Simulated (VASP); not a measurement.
# H10C3 in VASP: a series of runs, part 3 of 3

VASP 6.6.1. The steps go on from the part before.

## Step 5: Single point, PBE+D3(BJ)

Contents of INCAR:

```
SYSTEM = H10C3
ALGO = Normal
EDIFF = 1E-6
ENCUT = 520
GGA = PE
GGA_COMPAT = .FALSE.
ISIF = 2
ISMEAR = -1
IVDW = 12
LASPH = .TRUE.
LCHARG = .FALSE.
LREAL = Auto
LWAVE = .FALSE.
NBANDS = 58
NELM = 120
PREC = Accurate
SIGMA = 0.05
```

Contents of KPOINTS:

```
k-points
0
G
  1 1 1
  0 0 0
```

Contents of POSCAR:

```
H10C3
1.0
    7.7473110000      0.0000000000      0.0000000000
    0.0000000000      7.7473110000      0.0000000000
    0.0000000000      0.0000000000      7.7473110000
C H
9 30
Direct
    0.3510895587      0.9047268142      0.2707261913
    0.5648798661      0.3135926775      0.3879410546
    0.0017296324      0.8488493621      0.7942239572
   -0.0324370611      0.4164670813      0.1351049416
   -0.0430859172      0.2324935710      0.1040231895
    0.5083441209      0.0461192277      0.8314884997
    0.6102633546     -0.0374968812      0.6870900110
    0.4097808904      0.4813024803      1.0500675654
    0.3886767938      0.5747929830      0.8842293797
    0.3963439702      1.0235551406      0.1885557453
    0.2947087060      0.9467930228      0.3961116315
    0.4608695843      0.8427698333      0.2998201570
    0.2535847599      0.8088871093      0.2282856594
    0.4775076152      0.3350323745      0.4850844377
    0.6083142912      0.4412369660      0.3326186337
    0.4631542480      0.2343651881      0.3135797698
    0.6694839022      0.2311640774      0.4302266941
   -0.1239914081      0.8878693523      0.8516374262
   -0.0274675949      0.7491631613      0.7045154119
    0.0884694057      0.8535993973      0.9133620685
    0.0378324815      0.9409200173      0.6845342855
   -0.0073702992      0.4586752746     -0.0049694662
   -0.1407972392      0.4870076856      0.1896141771
    0.0928322098      0.4611535538      0.2112474896
   -0.0595432402      0.1387449142      0.2116218130
   -0.1708721904      0.2042256984      0.0479263063
    0.0862105574      0.1905177164      0.0330824463
    0.4550869327      0.1588680253      0.7893835681
    0.3983059412     -0.0380906356      0.8751552635
    0.5679131766      0.0447897341      0.9635988538
    0.7148932062      0.0336632930      0.6236873671
    0.6721557970     -0.1645345075      0.7289626039
    0.5074534893     -0.0836806474      0.5845512075
    0.3339610350      0.3622547230      1.0458467461
    0.5419041523      0.4457675702      1.0904299569
    0.3335350808      0.5900240742      1.1369751389
    0.2413869793      0.5721081805      0.8461258364
    0.4081932428      0.7119889727      0.8831967634
    0.4678268370      0.5107062308      0.7656333920
```

Potentials or basis: VASP PAW PBE potentials, release 64 (C, H).

Run with:

```console
$ cat potpaw_PBE.64/C/POTCAR potpaw_PBE.64/H/POTCAR > POTCAR
$ mpirun -np 1 vasp_gam > vasp.out
```

OUTCAR:

```text
SYSTEM = H10C3
   EDIFF = 1E-6
   ENCUT = 520
   GGA = PE
   ISIF = 2
   ISMEAR = -1
   IVDW = 12
   LASPH = .TRUE.
   LREAL = Auto
   NELM = 120
   PREC = Accurate
 IVDW          = 12

 ion  position               nearest neighbor table
   1  0.351  0.905  0.271-  12 1.00  13 1.11  11 1.11  10 1.17
   2  0.565  0.314  0.388-  14 1.03  17 1.08  15 1.13  16 1.15
   3  0.002  0.849  0.794-  19 1.06  18 1.11  20 1.14  21 1.14
   4  0.968  0.416  0.135-  23 1.09  22 1.15  24 1.19   5 1.45
   5  0.957  0.232  0.104-  26 1.10  25 1.11  27 1.19   4 1.45
   6  0.508  0.046  0.831-  28 1.02  30 1.12  29 1.13   7 1.51
   7  0.610  0.963  0.687-  31 1.10  32 1.14  33 1.18   6 1.51
   8  0.410  0.481  0.050-  34 1.09  35 1.11  36 1.23   9 1.48
   9  0.389  0.575  0.884-  38 1.07  37 1.18  39 1.21   8 1.48
  10  0.396  0.024  0.189-   1 1.17
  11  0.295  0.947  0.396-   1 1.11
  12  0.461  0.843  0.300-   1 1.00
  13  0.254  0.809  0.228-   1 1.11
  14  0.478  0.335  0.485-   2 1.03
  15  0.608  0.441  0.333-   2 1.13
[... 22 lines left out ...]
  38  0.408  0.712  0.883-   9 1.07
  39  0.468  0.511  0.766-   9 1.21

  LATTYP: Found a simple cubic cell.
 ALAT       =     7.7473110000

  Lattice vectors:

 A1 = (   7.7473110000,   0.0000000000,   0.0000000000)
 A2 = (   0.0000000000,   7.7473110000,   0.0000000000)
 A3 = (   0.0000000000,   0.0000000000,   7.7473110000)

Analysis of symmetry for initial positions (statically):
=====================================================================
 Subroutine PRICEL returns:
 Original cell was already a primitive cell.

 Routine SETGRP: Setting up the symmetry group for a
 simple cubic supercell.

 Subroutine GETGRP returns: Found  1 space group operations
 (whereof  1 operations were pure point group operations)
 out of a pool of 48 trial point group operations.

The static configuration has the point symmetry C_1 .

Analysis of symmetry for dynamics (positions and initial velocities):
=====================================================================
 Subroutine PRICEL returns:
[... 184 lines left out ...]
   GGA     = PE    functional components
   LHFCALC =     F    Hartree Fock is set to
   AEXX    =    0.0000 exact exchange contribution
   IVDW    =    12    specifies the selected vdW correction
   LEPSILON=     F    determine dielectric tensor
   LRPA    =     F    only Hartree local field effects (RPA)
 non-spin polarized calculation
  energy-cutoff  :      520.00
  volume of cell :      465.00
 maximum number of plane-waves:      6267
 NGX is ok and might be reduce to    60
   NGX = 29   NGY = 29   NGZ = 29

 number of electron      65.9999999 magnetization

 Free energy of the ion-electron system (eV)
  ---------------------------------------------------
  ext. energy  EPLUGINS =         0.00000000
  ---------------------------------------------------
  free energy    TOTEN  =      -189.57627371 eV

  energy without entropy =     -189.57627371  energy(sigma->0) =     -189.57627371

 E-fermi :  -3.4877     XC(G=0):  -5.7197

 val. band max:       -4.7094573578   @ k =   0.0000   0.0000   0.0000
 cond. band min:       0.9431643478   @ k =   0.0000   0.0000   0.0000
 fundamental gap:      5.6526217056
 Fermi energy:        -3.4876737894

 k-point     1 :       0.0000    0.0000    0.0000
  band No.  band energies     occupation
      1     -16.5415      2.00000
      2     -16.2922      2.00000
      3     -16.1305      2.00000
      4     -14.9951      2.00000
      5     -14.7411      2.00000
      6     -14.6279      2.00000
[... 37 lines left out ...]
     44       4.0895      0.00000
     45       4.3062      0.00000
 [bands above 45 left out]

------------------------ aborting loop because EDIFF is reached ----------------------------------------

 Edisp (eV)   -1.21262

 E8    (eV) :    -0.2633

  FORCE on cell =-STRESS in cart. coord.  units (eV):
  Direction    XX          YY          ZZ          XY          YZ          ZX
  --------------------------------------------------------------------------------------
  -------------------------------------------------------------------------------------
  Total      -7.22544     3.25570    -3.50959    -3.08599    -0.83478     2.90762
  in kB     -24.89557    11.21764   -12.09244   -10.63290    -2.87628    10.01833
  external pressure =       -8.59 kB  Pullay stress =        0.00 kB

 VOLUME and BASIS-vectors are now :
 -----------------------------------------------------------------------------
  energy-cutoff  :      520.00
  volume of cell :      465.00
      direct lattice vectors                 reciprocal lattice vectors
     7.747311000  0.000000000  0.000000000     0.129077044  0.000000000  0.000000000
     0.000000000  7.747311000  0.000000000     0.000000000  0.129077044  0.000000000
     0.000000000  0.000000000  7.747311000     0.000000000  0.000000000  0.129077044

 POSITION                                       TOTAL-FORCE (eV/Angst)
 -----------------------------------------------------------------------------------
      2.72000      7.00920      2.09740        -2.797655      2.802088     -0.418310
      4.37630      2.42950      3.00550        -0.248985     -0.493253     -2.284950
      0.01340      6.57630      6.15310        -0.266034      2.637099      0.451784
      7.49601      3.22650      1.04670         2.969074      2.855915     -0.409837
      7.41351      1.80120      0.80590         0.616543     -3.304696      0.253690
      3.93830      0.35730      6.44180         0.446318     -3.380367      2.090214
[... 31 lines left out ...]
      3.16240      5.51600      6.84240         0.768904      0.568708      0.244860
      3.62440      3.95660      5.93160        -1.292709      1.133894      1.754288
 -----------------------------------------------------------------------------------
    total drift:                                0.002235      0.005681      0.008024

  FREE ENERGIE OF THE ION-ELECTRON SYSTEM (eV)
  ---------------------------------------------------
  free  energy   TOTEN  =      -190.7888893642 eV

  energy  without entropy=     -190.7888893641  energy(sigma->0) =     -190.78888936
```

OSZICAR:

```text
N       E                     dE             d eps       ncg     rms          rms(c)
DAV:   1     0.380131621169E+03    0.38013E+03   -0.29003E+04   116   0.959E+02
DAV:   2    -0.151499236773E+03   -0.53163E+03   -0.50570E+03   166   0.208E+02
DAV:   3    -0.210528530943E+03   -0.59029E+02   -0.58631E+02   144   0.751E+01
DAV:   4    -0.212348679003E+03   -0.18201E+01   -0.18159E+01   152   0.155E+01
DAV:   5    -0.212397192557E+03   -0.48514E-01   -0.48498E-01   152   0.241E+00    0.232E+01
DAV:   6    -0.192754698565E+03    0.19642E+02   -0.34140E+01   126   0.176E+01    0.112E+01
DAV:   7    -0.190233369094E+03    0.25213E+01   -0.65483E+00   152   0.808E+00    0.648E+00
DAV:   8    -0.189615561655E+03    0.61781E+00   -0.15838E+00   144   0.423E+00    0.191E+00
DAV:   9    -0.189556759349E+03    0.58802E-01   -0.26138E-01   144   0.162E+00    0.524E-01
DAV:  10    -0.189571075990E+03   -0.14317E-01   -0.32235E-02   136   0.645E-01    0.204E-01
DAV:  11    -0.189575361239E+03   -0.42852E-02   -0.31242E-03   136   0.299E-01    0.104E-01
DAV:  12    -0.189576277612E+03   -0.91637E-03   -0.16657E-03   136   0.207E-01    0.506E-02
DAV:  13    -0.189576320313E+03   -0.42701E-04   -0.44935E-04   136   0.976E-02    0.296E-02
DAV:  14    -0.189576284623E+03    0.35690E-04   -0.63898E-05   144   0.353E-02    0.114E-02
DAV:  15    -0.189576276818E+03    0.78044E-05   -0.14052E-05   144   0.200E-02    0.716E-03
DAV:  16    -0.189576274317E+03    0.25010E-05   -0.59710E-06   144   0.102E-02    0.331E-03
DAV:  17    -0.189576273712E+03    0.60510E-06   -0.10680E-06   104   0.423E-03
   1 F= -.19078889E+03 E0= -.19078889E+03  d E =-.654651E-10
```

stdout:

```text
POSCAR found type information on POSCAR C H
 POSCAR found :  2 types and      39 ions
 scaLAPACK will be used
 LDA part: xc-table for (Slater+PW92), standard interpolation
 POSCAR, INCAR and KPOINTS ok, starting setup
 FFT: planning ... GRIDC
 FFT: planning ... GRID_SOFT
 FFT: planning ... GRID
 WAVECAR not read
 entering main loop
```

Run time: 1.8 min. Hardware: 1 thread of AMD EPYC 7R43 (Zen 3), shared host; peak memory 0.41 GiB.

Results:

* Free energy: -190.7889 eV
* Pressure: -0.9 GPa
* Largest force: 4.396 eV/Å
* Band gap on the k mesh: 5.65 eV
* Dispersion energy per atom: -0.031 eV

Forces in eV/Å, atoms in the order of the input:
```
C   -2.798  2.802 -0.418
C   -0.249 -0.493 -2.285
C   -0.266  2.637  0.452
C    2.969  2.856 -0.410
C    0.617 -3.305  0.254
C    0.446 -3.380  2.090
C   -1.132 -2.823 -0.956
C   -1.407  1.985  1.412
C   -1.025 -1.542 -3.987
H   -1.375 -1.733  0.746
H    0.316  0.377 -0.409
H    3.307 -2.097  0.862
H    0.350  0.658 -0.789
H   -1.138  0.998  2.882
H   -0.443 -1.272  0.230
H    1.724  0.881 -0.375
H    0.256 -0.093  0.031
H    0.497  0.133 -0.510
H    0.299 -2.171  0.411
H   -0.143 -0.839 -1.774
H    0.012  0.233  1.609
H   -0.379  0.687  1.388
H   -0.368 -0.157  0.019
H   -1.798 -0.717 -0.944
H    0.661  0.564  0.521
H    0.507 -0.088 -1.252
H   -2.331  0.172  0.499
H   -0.986  2.877 -0.382
H    0.204  0.266 -0.975
H    0.528  0.915 -0.864
H   -0.279  0.375  0.174
H   -0.685  1.058 -0.264
H    1.586  0.832  1.041
H   -0.041 -0.050  0.259
H   -0.456  0.650 -0.114
H    1.722 -2.603 -0.416
H    1.819 -0.294  0.246
H    0.769  0.569  0.245
H   -1.293  1.134  1.754
```

Stress tensor (GPa, compression positive):
```
-2.49 -1.06  1.00
-1.06  1.12 -0.29
 1.00 -0.29 -1.21
```

Caveat: the k points lie up to 0.81 Å⁻¹ apart.
